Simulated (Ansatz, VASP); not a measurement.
**Br in VASP and in Ansatz**

INCAR

```
SYSTEM = Br
  PREC = Accurate
  ENCUT = 520
  EDIFF = 1E-6
  ISMEAR = 0
  SIGMA = 0.1
  LREAL = .False.
  LASPH = .True.
  NELM = 60
  ALGO = Normal
  ISIF = 2
  LWAVE = .False.
  LCHARG = .False.
  GGA = PS
  NBANDS = 10
```

Contents of KPOINTS:

```
Automatic mesh
0
Gamma
  18 18 18
  0 0 0
```

Contents of POSCAR:

```
Br
1.0
   -1.4234917050      1.4234917050      3.5775173700
    1.4234917050     -1.4234917050      3.5775173700
    1.4234917050      1.4234917050     -3.5775173700
Br
1
Direct
    0.0343798511     -0.0388415099      0.0031050409
```

Input for Ansatz:

```yaml
crystal:
  lattice:
    - [-1.423491705, 1.423491705, 3.57751737]
    - [1.423491705, -1.423491705, 3.57751737]
    - [1.423491705, 1.423491705, -3.57751737]
  atoms:
    - { symbol: Br, position: [0.0343798511, -0.0388415099, 0.0031050409] }
basis:
  ecutwfc: 420
kpoints:
  mp_grid: { grid: [18, 18, 18] }
hamiltonian:
  xc: pbesol
scf:
  occupations: { method: gaussian, width: 0.1 }
output:
  forces: true
  stress: true
  eigenvalues: true
  populations: true
```

Change from the starting cell: one atom moved.

Alike in both runs: task single point; functional PBEsol; k mesh 18 × 18 × 18; occupations gaussian, width 0.1 eV; no spin polarisation.

|  | VASP | Ansatz |
| --- | --- | --- |
| version | VASP 6.6.1 | Ansatz 0.2.0 |
| potentials or method | VASP PAW PBE potentials, release 64 (Br), cutoff 520 eV | scalar-relativistic, plane waves, PAW |
| valence electrons in the cell | 7 | 7 |

Ansatz gave:

```
gap on the k mesh at the Fermi level (eV)                     : none
pressure (GPa)                                                : -1.1
traceless stress, the component that is largest in VASP (GPa) : 1.33
```

Question: Estimate VASP's values.

Answer: gap on the k mesh at the Fermi level (eV): none; pressure (GPa): -1.1; traceless stress, the component that is largest in VASP (GPa): 1.29.

VASP's potentials were made for PBE, not for PBEsol. A gap of «none» marks a metal or a gap that the smearing closes. The functional is the same, so the differences come from potentials, cutoffs and numerics.
